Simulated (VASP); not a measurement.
# BAs (rocksalt type) (Fm-3m) in VASP: a series of runs

Runs on BAs (rocksalt type). Level: PBE. Tasks: single point, relaxation of cell and atoms.

All numbers are computed with VASP 6.6.1; they aren't measurements. Logs are shortened: lines on timing, memory, paths and dates and some standing lists are left out, and cuts for length are marked.

### Step 1. The cell of the first run

The structure is cubic, space group Fm-3m (No. 225). Conventional cell: a = 4.249 Å, b = 4.249 Å, c = 4.249 Å, α = 90.00°, β = 90.00°, γ = 90.00°. B (site symmetry m-3m) has 6 As at 2.12 Å within 2.8 Å. Within 2.8 Å of As (site symmetry m-3m) lie 6 B at 2.12 Å.

### Step 2. Single point, PBE

Input file INCAR:

```
SYSTEM = BAs
PREC = Accurate
ENCUT = 520
EDIFF = 1E-6
ISMEAR = -1
SIGMA = 0.08
LREAL = .False.
LASPH = .True.
NELM = 100
ALGO = Normal
ISIF = 2
LWAVE = .False.
LCHARG = .True.
GGA = PE
LELF = .True.
LVHAR = .True.
NBANDS = 11
```

Input file KPOINTS:

```
Automatic mesh
0
Gamma
  17 17 17
  0 0 0
```

Input file POSCAR:

```
BAs
1.0
    0.0000000000      2.1243086981      2.1243086981
    2.1243086981      0.0000000000      2.1243086981
    2.1243086981      2.1243086981      0.0000000000
B As
1 1
Direct
    0.0000000000      0.0000000000      0.0000000000
    0.5000000000      0.5000000000      0.5000000000
```

Potentials or basis: VASP PAW PBE potentials, release 64 (B, As).

Run with:

```sh
$ cat potpaw_PBE.64/B/POTCAR potpaw_PBE.64/As/POTCAR > POTCAR
$ mpirun -np 1 vasp_std > vasp.out
```

OUTCAR:

```text
SYSTEM = BAs
   PREC = Accurate
   ENCUT = 520
   EDIFF = 1E-6
   ISMEAR = -1
   LREAL = .False.
   LASPH = .True.
   NELM = 100
   ISIF = 2
   GGA = PE

 ion  position               nearest neighbor table
   1  0.000  0.000  0.000-   2 2.12   2 2.12   2 2.12   2 2.12   2 2.12   2 2.12
   2  0.500  0.500  0.500-   1 2.12   1 2.12   1 2.12   1 2.12   1 2.12   1 2.12

  LATTYP: Found a face centered cubic cell.
 ALAT       =     4.2486173962

  Lattice vectors:

 A1 = (   0.0000000000,   2.1243086981,   2.1243086981)
 A2 = (   2.1243086981,   0.0000000000,   2.1243086981)
 A3 = (   2.1243086981,   2.1243086981,   0.0000000000)

Analysis of symmetry for initial positions (statically):
=====================================================================
 Subroutine PRICEL returns:
 Original cell was already a primitive cell.

 Routine SETGRP: Setting up the symmetry group for a
 face centered cubic supercell.

 Subroutine GETGRP returns: Found 48 space group operations
 (whereof 48 operations were pure point group operations)
 out of a pool of 48 trial point group operations.

The static configuration has the point symmetry O_h .

Analysis of symmetry for dynamics (positions and initial velocities):
=====================================================================
 Subroutine PRICEL returns:
 Original cell was already a primitive cell.

 Routine SETGRP: Setting up the symmetry group for a
 face centered cubic supercell.

 Subroutine GETGRP returns: Found 48 space group operations
 (whereof 48 operations were pure point group operations)
 out of a pool of 48 trial point group operations.

The dynamic configuration has the point symmetry O_h .

 Subroutine INISYM returns: Found 48 space group operations
 (whereof 48 operations are pure point group operations),
 and found     1 'primitive' translations

----------------------------------------------------------------------------------------

                                     Primitive cell

  volume of cell :      19.1727

  direct lattice vectors                    reciprocal lattice vectors
     0.000000000  2.124308698  2.124308698    -0.235370688  0.235370688  0.235370688
     2.124308698  0.000000000  2.124308698     0.235370688 -0.235370688  0.235370688
     2.124308698  2.124308698  0.000000000     0.235370688  0.235370688 -0.235370688

  length of vectors
     3.004226172  3.004226172  3.004226172     0.407673990  0.407673990  0.407673990

  position of ions in fractional coordinates (direct lattice)
     0.000000000  0.000000000  0.000000000
     0.500000000  0.500000000  0.500000000

  ion indices of the primitive-cell ions
   primitive index   ion index
                 1           1
                 2           2

----------------------------------------------------------------------------------------

 KPOINTS: Automatic mesh

Automatic generation of k-mesh.
 Grid dimensions read from file:
 generate k-points for:   17   17   17

 Generating k-lattice:

  Cartesian coordinates                     Fractional coordinates (reciprocal lattice)
    -0.013845335  0.013845335  0.013845335     0.058823529  0.000000000  0.000000000
     0.013845335 -0.013845335  0.013845335     0.000000000  0.058823529  0.000000000
     0.013845335  0.013845335 -0.013845335     0.000000000  0.000000000  0.058823529

  Length of vectors
     0.023980823  0.023980823  0.023980823

  Shift w.r.t. Gamma in fractional coordinates (k-lattice)
     0.000000000  0.000000000  0.000000000

 Subroutine IBZKPT returns following result:
 ===========================================

 Found    165 irreducible k-points:

 Following reciprocal coordinates:
            Coordinates               Weight
  0.000000  0.000000  0.000000      1.000000
  0.058824  0.000000  0.000000      8.000000
  0.117647  0.000000  0.000000      8.000000
  0.176471  0.000000  0.000000      8.000000
  0.235294  0.000000  0.000000      8.000000
  0.294118  0.000000  0.000000      8.000000
[... 16 lines left out ...]
 -0.176471  0.058824  0.000000     24.000000
 -0.117647  0.058824  0.000000     24.000000
 [... further k-points ...]
   k-points           NKPTS =    165   k-points in BZ     NKDIM =    165   number of bands    NBANDS=     11
   number of dos      NEDOS =    301   number of ions     NIONS =      2
   total plane-waves  NPLWV =  13824
   dimension x,y,z NGX =    24 NGY =   24 NGZ =   24
   dimension x,y,z NGXF=    48 NGYF=   48 NGZF=   48
   ions per type =               1   1
   NGX,Y,Z   is equivalent  to a cutoff of  13.28, 13.28, 13.28 a.u.
   NGXF,Y,Z  is equivalent  to a cutoff of  26.56, 26.56, 26.56 a.u.
 SYSTEM =  BAs
   PREC   = accura    normal or accurate (medium, high low for compatibility)
   ISTART =      0    job   : 0-new  1-cont  2-samecut
   ICHARG =      2    charge: 1-file 2-atom 10-const
   ISPIN  =      1    spin polarized calculation?
   LNONCOLLINEAR =      F non collinear calculations
   LSORBIT =      F    spin-orbit coupling
   LASPH  =      T    aspherical Exc in radial PAW
   ENCUT  =  520.0 eV  38.22 Ry    6.18 a.u.   5.59  5.59  5.59*2*pi/ulx,y,z
   NELM   =    100;   NELMIN=  2; NELMDL= -5     # of ELM steps
   EDIFF  = 0.1E-05   stopping-criterion for ELM
   LREAL  =      F    real-space projection
   EDIFFG = 0.1E-04   stopping-criterion for IOM
   NSW    =      0    number of steps for IOM
   IBRION =     -1    ionic relax: 0-MD 1-quasi-New 2-CG
   NFREE  =      0    steps in history (QN), initial steepest desc. (CG)
   ISIF   =      2    stress and relaxation
   ISYM   =      2    0-nonsym 1-usesym 2-fastsym
   POTIM  = 0.5000    time-step for ionic-motion
   TEBEG  =    0.0;   TEEND  =   0.0 temperature during run
   PSTRESS=    0.0 pullay stress
   NELECT =       8.0000    total number of electrons
   NUPDOWN=      -1.0000    fix difference up-down
   EMIN   =  10.00;   EMAX   =-10.00  energy-range for DOS
   EFERMI =   0.00;   METHOD = LEGACY
   ISMEAR =    -1;   SIGMA  =   0.08  broadening in eV -4-tet -1-fermi 0-gaus
   EFERMI_NEDOS =   21; number of points for ismear=-14 and -15
   IALGO  =     38    algorithm
   IMIX   =      4    mixing-type and parameters
     AMIX     =   0.40;   BMIX     =  1.00
     AMIX_MAG =   1.60;   BMIX_MAG =  1.00
  volume/ion in A,a.u.               =       9.59        64.69
  Fermi-wavevector in a.u.,A,eV,Ry     =   1.223331  2.311760 20.361635  1.496538
  Thomas-Fermi vector in A             =   2.358445
   LORBIT       =      0    0 simple, 1 ext, 2 COOP (PROOUT), +10 PAW based schemes
   GGA     = PE    functional components
   LHFCALC =     F    Hartree Fock is set to
   AEXX    =    0.0000 exact exchange contribution
   IVDW    =     0    specifies the selected vdW correction
   LEPSILON=     F    determine dielectric tensor
   LRPA    =     F    only Hartree local field effects (RPA)
 non-spin polarized calculation
  energy-cutoff  :      520.00
  volume of cell :       19.17
 maximum number of plane-waves:       534
   NGX = 11   NGY = 11   NGZ = 11

 number of electron       8.0000001 magnetization

 Free energy of the ion-electron system (eV)
  ---------------------------------------------------
  ext. energy  EPLUGINS =         0.00000000
  ---------------------------------------------------
  free energy    TOTEN  =        -8.87611510 eV

  energy without entropy =       -8.86134093  energy(sigma->0) =       -8.86872801

 E-fermi :  10.6280     XC(G=0): -12.5269

 val. band max:       10.6198513275   @ k =  -0.4706   0.0588   0.0000
 cond. band min:      10.6392335900   @ k =   0.3529   0.0000   0.0000
 fundamental gap:      0.0193822625
 Fermi energy:        10.6280007702

 k-point     1 :       0.0000    0.0000    0.0000
  band No.  band energies     occupation
      1      -8.1443      2.00000
      2      10.4639      1.77212
      3      10.4639      1.77212
      4      10.4639      1.77212
      5      17.9562      0.00000
      6      19.5839      0.00000
      7      19.5839      0.00000
      8      19.5839      0.00000
      9      20.0844      0.00000
     10      20.0844      0.00000
     11      20.0844      0.00000

 k-point     2 :       0.0588    0.0000    0.0000
  band No.  band energies     occupation
      1      -8.0644      2.00000
      2       9.9455      1.99961
      3      10.4464      1.81281
      4      10.4464      1.81281
      5      18.0460      0.00000
      6      19.2537      0.00000
      7      19.4386      0.00000
      8      19.4386      0.00000
      9      19.8627      0.00000
     10      19.8627      0.00000
     11      20.2447      0.00000

 k-point     3 :       0.1176    0.0000    0.0000
  band No.  band energies     occupation
      1      -7.8250      2.00000
      2       8.6463      2.00000
      3      10.4059      1.88272
      4      10.4059      1.88272
      5      17.9566      0.00000
      6      18.3283      0.00000
      7      18.3283      0.00000
      8      18.8952      0.00000
      9      20.3472      0.00000
     10      20.3472      0.00000
     11      20.6396      0.00000

 k-point     4 :       0.1765    0.0000    0.0000
  band No.  band energies     occupation
      1      -7.4270      2.00000
      2       6.9735      2.00000
      3      10.3729      1.92080
      4      10.3729      1.92080
      5      17.0603      0.00000
      6      17.0603      0.00000
      7      17.5647      0.00000
      8      18.6339      0.00000
      9      21.1868      0.00000
     10      21.1868      0.00000
     11      21.3875      0.00000
[... 239 lines left out ...]
 k-point    22 :      -0.2353    0.0588    0.0000
  band No.  band energies     occupation
      1      -6.5826      2.00000
      2       4.6413      2.00000
      3       9.2071      2.00000
      4      11.2578      0.00076
      5      14.3993      0.00000
      6      15.6944      0.00000
      7      17.5861      0.00000
      8      18.8199      0.00000
      9      21.9309      0.00000
     10      22.0062      0.00000
     11      24.5606      0.00000

 k-point    23 :      -0.1765    0.0588    0.0000
  band No.  band energies     occupation
      1      -7.1885      2.00000
      2       6.4265      2.00000
      3       9.3019      2.00000
      4      11.0855      0.00654
      5      15.6025      0.00000
      6      16.6612      0.00000
      7      17.9666      0.00000
      8      19.1095      0.00000
      9      20.9428      0.00000
     10      21.0180      0.00000
     11      23.2535      0.00000

 k-point    24 :      -0.1176    0.0588    0.0000
  band No.  band energies     occupation
      1      -7.6389      2.00000
      2       8.1279      2.00000
      3       9.5045      2.00000
      4      10.9058      0.06023
      5      16.9234      0.00000
      6      17.5377      0.00000
      7      18.4667      0.00000
      8      19.0985      0.00000
      9      20.1932      0.00000
     10      20.5799      0.00000
     11      22.0267      0.00000

 [... further k-points ...]

------------------------ aborting loop because EDIFF is reached ----------------------------------------

  FORCE on cell =-STRESS in cart. coord.  units (eV):
  Direction    XX          YY          ZZ          XY          YZ          ZX
  --------------------------------------------------------------------------------------
  -------------------------------------------------------------------------------------
  Total        6.6421863      6.6421863      6.6421863      0.0000000     -0.0000000      0.0000000
  in kB      555.0584991    555.0584991    555.0584991      0.0000000     -0.0000000      0.0000000
  external PRESSURE =     555.0584991 kB  Pullay stress =       0.0000000 kB

 VOLUME and BASIS-vectors are now :
 -----------------------------------------------------------------------------
  energy-cutoff  :      520.00
  volume of cell :       19.17
      direct lattice vectors                 reciprocal lattice vectors
     0.000000000  2.124308698  2.124308698    -0.235370688  0.235370688  0.235370688
     2.124308698  0.000000000  2.124308698     0.235370688 -0.235370688  0.235370688
     2.124308698  2.124308698  0.000000000     0.235370688  0.235370688 -0.235370688

 POSITION                                       TOTAL-FORCE (eV/Angst)
 -----------------------------------------------------------------------------------
      0.00000      0.00000      0.00000        -0.000000     -0.000000     -0.000000
      2.12431      2.12431      2.12431         0.000000      0.000000      0.000000
 -----------------------------------------------------------------------------------
    total drift:                                0.000000     -0.000000     -0.000000

  FREE ENERGIE OF THE ION-ELECTRON SYSTEM (eV)
  ---------------------------------------------------
  free  energy   TOTEN  =        -8.8761150959 eV

  energy  without entropy=       -8.8613409272  energy(sigma->0) =       -8.86872801
```

Wall time 40 s (1 thread of Intel Xeon 8259CL, shared host); peak memory 0.17 GiB.

What came out:

```yaml
Free_energy: -8.8761 eV
Pressure: 55.5 GPa
Band_gap_on_the_k_mesh: zero (bands 4 and 5 overlap by 4.19 eV)
```

Caveat: the cell stands under pressure.

### Step 3. Relaxation of cell and atoms, PBE, target pressure 54 GPa, at which the enthalpy is minimised

Input file INCAR:

```
ALGO     = Normal         # electronic algorithm
EDIFF    = 1E-6           # SCF threshold, eV
EDIFFG   = -0.005         # ionic threshold
ENCUT    = 600            # plane-wave cutoff, eV
GGA      = PE             # functional
IBRION   = 2              # ionic algorithm
ISIF     = 3              # what is computed and relaxed
ISMEAR   = -1             # smearing method
LASPH    = T              # aspherical terms in the spheres
LCHARG   = F              # write CHGCAR
LREAL    = F              # projectors in reciprocal space
LWAVE    = F              # write WAVECAR
NELM     = 100            # most SCF steps
NSW      = 32             # ionic steps
PREC     = Accurate       # precision mode
PSTRESS  = 540.0        
SIGMA    = 0.08           # smearing width, eV
```

Input file KPOINTS:

```
k-points
0
Gamma
  17 17 17
```

POSCAR is that of step 2.

Potentials or basis: VASP PAW PBE potentials, release 64 (B, As).

Run with:

```sh
$ cat potpaw_PBE.64/B/POTCAR potpaw_PBE.64/As/POTCAR > POTCAR
$ mpirun -np 1 vasp_std > vasp.out
```

Wall time 69 s (1 thread of Intel Xeon 8259CL, shared host); peak memory 0.17 GiB.

The run converged. Its results:

| Property | Result |
| --- | --- |
| Free energy | -8.9062 eV |
| Relaxed volume | 9.63 Å³/atom |
| Relaxed cell | a = 3.009 Å, b = 3.009 Å, c = 3.009 Å, α = 60.00°, β = 60.00°, γ = 60.00° |
| Space group after relaxing (to 0.1 Å) | Fm-3m (No. 225) |
| Energy change on relaxing (the run minimises the enthalpy) | -14.4 meV/atom |
| Ionic steps | 3 |
| Pressure after relaxing | 54.0 GPa |
| Band gap on the k mesh | zero (bands 4 and 5 overlap by 4.21 eV) |

The path:
| step | energy change (eV) | largest force (eV/Å) | pressure (GPa) | volume (Å³) |
| --- | --- | --- | --- | --- |
| 1 | 0.0000 | 0.0000 | 55.48 | 19.17 |
| 2 | -0.0824 | 0.0000 | 51.26 | 19.42 |
| 3 | -0.0289 | 0.0000 | 54.02 | 19.26 |

Final structure:
```cif
data_structure
_symmetry_space_group_name_H-M 'P 1'
_symmetry_Int_Tables_number 1
_cell_length_a 3.0086
_cell_length_b 3.0086
_cell_length_c 3.0086
_cell_angle_alpha 60.000
_cell_angle_beta 60.000
_cell_angle_gamma 60.000
_cell_volume 19.26
loop_
_atom_site_label
_atom_site_type_symbol
_atom_site_fract_x
_atom_site_fract_y
_atom_site_fract_z
_atom_site_occupancy
B1 B 0.00000 0.00000 0.00000 1
As1 As 0.50000 0.50000 0.50000 1
```

Levels at points of the mesh, in eV from the Fermi level:
```tsv
k point	band 1	band 2	band 3	band 4	band 5	band 6	band 7	band 8
(0.00, 0.00, 0.00)	-18.72	-0.16	-0.16	-0.16	7.25	8.95	8.95	8.95
```

Caveat: the cell is relaxed towards a set pressure, so the run minimises the enthalpy, not the energy.
